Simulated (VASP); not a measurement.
Runs of VASP 6.6.1 on Os. The structure is that of space group P6/mmm (No. 191), or close to it. The cells are those of the table. This isn't the form of Os at room conditions, which is hcp.

```csv
task,cell,k mesh,cutoff (eV),gap on the mesh (eV),pressure (GPa)
single point,"a = 4.334, b = 4.334, c = 2.729 Å, angles 90.0, 90.0, 120.0°, 3 atoms",10 × 10 × 13,520,none,-0.5
single point,"a = 4.391, b = 4.391, c = 2.765 Å, angles 90.0, 90.0, 120.0°, 3 atoms",10 × 10 × 13,520,none,(b)
relaxation of cell and atoms,"relaxed from a = 4.292, b = 4.292, c = 2.631 Å, angles 90.0, 90.0, 120.0°, 3 atoms",9 × 9 × 12,600,none,0.0
single point,"a = 4.501, b = 4.501, c = 2.834 Å, angles 90.0, 90.0, 120.0°, 3 atoms",10 × 10 × 13,520,none,(a)
single point,"a = 4.334, b = 4.334, c = 2.729 Å, angles 90.0, 90.0, 120.0°, 3 atoms",9 × 9 × 12,520,none,-0.4
single point,"a = 4.153, b = 4.153, c = 2.615 Å, angles 90.0, 90.0, 120.0°, 3 atoms",10 × 10 × 13,520,none,63.3
single point,"a = 4.447, b = 4.447, c = 2.800 Å, angles 90.0, 90.0, 120.0°, 3 atoms",10 × 10 × 13,520,none,-23.7
single point,"a = 4.334, b = 4.334, c = 2.729 Å, angles 90.0, 90.0, 120.0°, 3 atoms",11 × 11 × 15,520,none,-0.4
```

Alike in all rows: level revPBE; potentials or basis VASP PAW PBE potentials, release 64 (Os); no spin polarisation; smearing fermi-dirac 0.1 eV.

Problem. Fill in the values left out.

Solution. (a) -31.7; (b) -13.5.

Caveats: the PAW data sets were made with another functional, which shifts forces and pressure a little; spin-orbit coupling is left out, which moves the levels of the heavy elements; the cell stands under tension (at least some runs); the stress differs along the axes, from -33 to -28 GPa (at least some runs); the stress differs along the axes, from 58 to 66 GPa (at least some runs).

A k mesh can miss the band edges, and the runs leave out spin-orbit coupling on Os.

A gap of «none» marks levels without a gap at the run's occupations.
